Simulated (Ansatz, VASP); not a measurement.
**Two plane-wave programs on SrTlBr3**

```
Sr Tl Br
1.0
     5.94642    0.00000    0.00000
     0.00000    5.94642    0.00000
     0.00000    0.00000    5.94642
Sr Tl Br
1 1 3
Cartesian
  0.0000 0.0000 0.0000
  2.9732 2.9732 2.9732
  0.0000 2.9732 2.9732
  2.9732 0.0000 2.9732
  2.9732 2.9732 0.0000
```

Change from the starting cell: species swapped into the CsHgBr3 type (Pm-3m, No. 221).

Alike in both runs: functional PBE; k mesh 6 × 6 × 6; occupations gaussian, width 0.1 eV; no spin polarisation.

Ansatz relaxed the structure, and its values are those at the end. VASP's run is a single point on that final structure, the one shown.

```csv
,VASP,Ansatz
version,VASP 6.6.1,Ansatz 0.2.0
potentials or method,"VASP PAW PBE potentials, release 64 (Sr_sv, Tl_d, Br), cutoff 520 eV","scalar-relativistic, plane waves, PAW"
valence electrons in the cell,44,44
```

|  | VASP | Ansatz | Ansatz less VASP |
| --- | --- | --- | --- |
| gap on the k mesh at the Fermi level (eV) | none | none | - |
| pressure (GPa) | 0.0 | 0.0 | 0.00 |

A gap of «none» marks a metal or a gap that the smearing closes.

Neither program's run includes spin-orbit coupling.
